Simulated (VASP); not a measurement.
Set up this calculation in VASP 6.6.1, as the native input.

| Quantity | Value |
| --- | --- |
| Task | single point |
| Functional | r2SCAN |
| Potentials or basis | VASP PAW PBE potentials, release 64 (Ga_d, N) |
| Cutoff | 520 eV |
| k mesh | 9 × 9 × 4 |
| Occupations | gaussian, width 0.01 eV |
| Spin | no spin polarisation |
| Dipole correction | no |
| Further INCAR settings | ALGO = Normal; EDIFF = 1e-06; NBANDS = 26 |

Crystal: GaN.

```
Ga N
1.0
     3.21467    0.00000    0.00000
    -1.60733    2.78398    0.00000
     0.00000    0.00000    5.23495
Ga N
2 2
Direct
  0.33333 0.66667 0.99911
  0.66667 0.33333 0.49911
  0.33333 0.66667 0.37589
  0.66667 0.33333 0.87589
```

This cell differs from its parent crystal: volume changed by +3%.

One way to write it, as run:

POSCAR

```
GaN
1.0
    3.2146679759      0.0000000000      0.0000000000
   -1.6073339879      2.7839841319      0.0000000000
    0.0000000000      0.0000000000      5.2349519966
Ga N
2 2
Direct
    0.3333333333      0.6666666667     -0.0008868489
    0.6666666667      0.3333333333      0.4991131511
    0.3333333333      0.6666666667      0.3758868489
    0.6666666667      0.3333333333      0.8758868489
```

INCAR.step1

```
SYSTEM = GaN
  ALGO = Normal
  EDIFF = 1E-4
  ENCUT = 520
  GGA = PE
  ISMEAR = 0
  LASPH = .TRUE.
  LCHARG = .FALSE.
  LREAL = .FALSE.
  LWAVE = .TRUE.
  NBANDS = 26
  NELM = 80
  PREC = Accurate
  SIGMA = 0.01
```

INCAR.step2

```
SYSTEM = GaN
  ALGO = Normal
  EDIFF = 1E-6
  ENCUT = 520
  ISIF = 2
  ISMEAR = 0
  ISTART = 1
  LASPH = .TRUE.
  LCHARG = .FALSE.
  LMIXTAU = .TRUE.
  LREAL = .FALSE.
  LWAVE = .FALSE.
  METAGGA = R2SCAN
  NBANDS = 26
  NELM = 80
  PREC = Accurate
  SIGMA = 0.01
```

KPOINTS

```
k-points
0
G
  9 9 4
  0 0 0
```

Potentials or basis: VASP PAW PBE potentials, release 64 (Ga_d, N).

Command:

```console
$ cat potpaw_PBE.64/Ga_d/POTCAR potpaw_PBE.64/N/POTCAR > POTCAR
$ cp INCAR.step1 INCAR
$ mpirun -np 1 vasp_std > vasp.out
$ cp INCAR.step2 INCAR
$ mpirun -np 1 vasp_std > vasp.out
```

It gave:

* Pressure: -4.5 GPa
* Band gap on the k mesh: 2.14 eV, direct

Caveat: the PAW data sets were made with another functional, which shifts forces and pressure a little.

It took 4.8 min on 1 thread of AMD EPYC 7R13, with other jobs on the host, peak memory 0.16 GiB.
